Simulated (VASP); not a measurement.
Input of a VASP 6.6.1 run:

The input INCAR:

```
SYSTEM = BiClO
ALGO = Normal
EDIFF = 1E-6
ENCUT = 520
GGA = CA
ISIF = 2
ISMEAR = 0
LASPH = .TRUE.
LCHARG = .FALSE.
LREAL = .FALSE.
LWAVE = .FALSE.
NBANDS = 37
NELM = 100
PREC = Accurate
SIGMA = 0.02
```

The input KPOINTS:

```
k-points
0
G
  6 6 4
  0 0 0
```

Contents of POSCAR:

```
BiClO
1.0
    3.8507998148      0.0000000000      0.0000000000
    0.0000000000      3.8507998148      0.0000000000
    0.0000000000      0.0000000000      7.1692025700
Bi Cl O
2 2 2
Direct
    0.5000000000      0.0000000000      0.3253243730
    0.0000000000      0.5000000000      0.6746756270
    0.0000000000      0.5000000000      0.1448569113
    0.5000000000      0.0000000000      0.8551430887
    0.0000000000      0.0000000000      0.5000000000
    0.5000000000      0.5000000000      0.5000000000
```

Potentials or basis: VASP PAW LDA potentials, release 64 (Bi_d, Cl, O).

Run with:

```bash
$ cat potpaw_LDA.64/Bi_d/POTCAR potpaw_LDA.64/Cl/POTCAR potpaw_LDA.64/O/POTCAR > POTCAR
$ mpirun -np 1 vasp_std > vasp.out
```

(1) What does it give for the band gap on the k mesh?

(2) Estimate the pressure.

(3) Estimate the largest force.

## Answers

(1) 2.57 eV, indirect (least direct gap 2.89 eV).

(2) 0.3 GPa.

(3) 0.085 eV/Å.

Caveat: spin-orbit coupling is left out, which moves the levels of the heavy elements.
